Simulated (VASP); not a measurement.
TaO:

```
Ta O
1.0
     0.00000    2.36500    2.36500
     2.36500    0.00000    2.36500
     2.36500    2.36500    0.00000
Ta O
1 1
Direct
  0.00000 0.00000 0.00000
  0.25000 0.25000 0.25000
```

- Program: VASP 6.6.1
- Task: relaxation of cell and atoms
- Functional: r2SCAN
- Potentials or basis: VASP PAW PBE potentials, release 64 (Ta_pv, O)
- Cutoff: 660 eV
- k mesh: 6 × 6 × 6
- Occupations: gaussian, width 0.1 eV
- Spin: no spin polarisation

At the start: pressure 6.6 GPa; volume 13.23 Å³/atom.

Task: How do energy, volume and symmetry change on relaxing?

Result: Over 3 steps the energy falls by 7.2 meV/atom and the volume is 13.59 Å³/atom (+2.7 %); space group F-43m (No. 216, to 0.1 Å) before and after.

Step by step:
| step | energy change (eV) | largest force (eV/Å) | pressure (GPa) | volume (Å³) |
| --- | --- | --- | --- | --- |
| 1 | 0.0000 | 0.0000 | 6.63 | 26.46 |
| 2 | 0.0364 | 0.0000 | -10.79 | 28.61 |
| 3 | -0.0144 | 0.0000 | -0.10 | 27.18 |

Final structure:
```
Ta O
1.0
     0.00000    2.38643    2.38643
     2.38643    0.00000    2.38643
     2.38643    2.38643    0.00000
Ta O
1 1
Direct
  0.00000 0.00000 0.00000
  0.25000 0.25000 0.25000
```

Caveat: the k points lie up to 0.38 Å⁻¹ apart in the final cell, too coarse for converged energies and pressures of a metal; the PAW data sets were made with another functional, which shifts forces and pressure a little; an odd number of electrons without spin polarisation forces a metal; a magnetic or distorted state may lie lower.
